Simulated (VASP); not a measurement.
# Al3Cu: single point with PBEsol

The system is Al3Cu.

```
CELL_PARAMETERS angstrom
4.00813 0.00000 0.00000
0.00000 4.00813 0.00000
0.00000 0.00000 4.00813
ATOMIC_POSITIONS crystal
Al 0.00000 0.50000 0.50000
Al 0.50000 0.00000 0.50000
Al 0.50000 0.50000 0.00000
Cu 0.00000 0.00000 0.00000
```

This cell differs from its parent crystal: strained.

```yaml
Program: VASP 6.6.1
Task: single point
Functional: PBEsol
Potentials_or_basis: VASP PAW PBE potentials, release 64 (Al, Cu)
Cutoff: 520 eV
k_mesh: 12 × 12 × 12
Occupations: gaussian, width 0.1 eV
Spin: no spin polarisation
```

```
Pressure               : -7.2 GPa
Band gap on the k mesh : zero (bands 10 and 11 overlap by 4.15 eV)
```

Levels at points of the mesh, in eV from the Fermi level:
```tsv
k point	band 7	band 8	band 9	band 10	band 11	band 12	band 13	band 14
(0.00, 0.00, 0.00)	-2.26	-2.26	-2.26	-0.47	0.26	0.26	6.02	6.02
(0.50, 0.00, 0.00)	-3.16	0.28	0.28	0.31	0.31	0.85	1.44	2.24
(0.50, 0.50, 0.00)	-3.16	-3.09	-2.87	1.32	2.80	2.80	3.31	3.49
(0.50, 0.50, 0.50)	-3.71	-3.15	-3.15	-2.30	-1.91	-1.91	-1.91	11.66
```

It took 51 s on 1 thread of Intel(R) Xeon(R) 6975P-C (Granite Rapids), on a shared host, peak memory 0.23 GiB.

Caveat: the cell differs from its parent crystal (strained); the cell stands under tension; the PAW data sets were made with another functional, which shifts forces and pressure a little.
